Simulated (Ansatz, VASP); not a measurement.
WC in VASP and in Ansatz

```
CELL_PARAMETERS angstrom
2.89820 0.00000 0.00000
-1.44910 2.50991 0.00000
0.00000 0.00000 2.77477
ATOMIC_POSITIONS crystal
W 0.00000 0.00000 0.00000
C 0.66667 0.33333 0.50000
```

Change from the starting cell: z stretched by -2 %, ions relaxed.

Alike in both runs: functional PBE; k mesh 18 × 18 × 16; occupations fermi-dirac, width 0.05 eV; collinear spin.

Ansatz relaxed the structure, and its values are those at the end. VASP's run is a single point on that final structure, the one shown.

```csv
,VASP,Ansatz
version,VASP 6.6.1,Ansatz 0.2.0
potentials or method,"VASP PAW PBE potentials, release 64 (W_sv, C)","plane-wave PAW, scalar-relativistic"
plane-wave cutoff (eV),520,420
valence electrons in the cell,18,18
```

```csv
,VASP,Ansatz,Ansatz less VASP
pressure (GPa),19.9,18.6,-1.31
net moment per atom (μB),0.00,0.00,0.000
```

With one functional, cell and mesh, what is left measures potentials, basis and numerics. Ansatz's warnings: seeded moment not kept, stress scf threshold loose.

Spin-orbit coupling is off throughout.
